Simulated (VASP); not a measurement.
Input of a VASP 6.6.1 run:

INCAR

```
SYSTEM = TiGe
ALGO = Normal ; EDIFF = 1E-6
ENCUT = 500 ; GGA = PE
GGA_COMPAT = .False. ; ISIF = 2
ISMEAR = 0 ; LASPH = .True.
LCHARG = .True. ; LELF = .True.
LREAL = .False. ; LVHAR = .True.
LWAVE = .False. ; NBANDS = 20
NELM = 120 ; PREC = Accurate
SIGMA = 0.02
```

File KPOINTS:

```
k-points
0
Gamma
  8 8 8
  0 0 0
```

Contents of POSCAR:

```
TiGe
1.0
    0.0000000000      2.9233000000      2.9233000000
    2.9233000000      0.0000000000      2.9233000000
    2.9233000000      2.9233000000      0.0000000000
Ti Ge
1 1
Direct
    0.0000000000      0.0000000000      0.0000000000
    0.2500000000      0.2500000000      0.2500000000
```

Potentials or basis: VASP PAW PBE potentials, release 64 (Ti_sv, Ge_d).

Command:

```console
$ cat potpaw_PBE.64/Ti_sv/POTCAR potpaw_PBE.64/Ge_d/POTCAR > POTCAR
$ mpirun -np 1 vasp_std > vasp.out
```

**Question.** Estimate the pressure.

**Answer.** 0.0 GPa.

**Question.** What does it give for the band gap on the k mesh?

**Answer.** 0.25 eV, direct.

 A k mesh can miss the band edges.
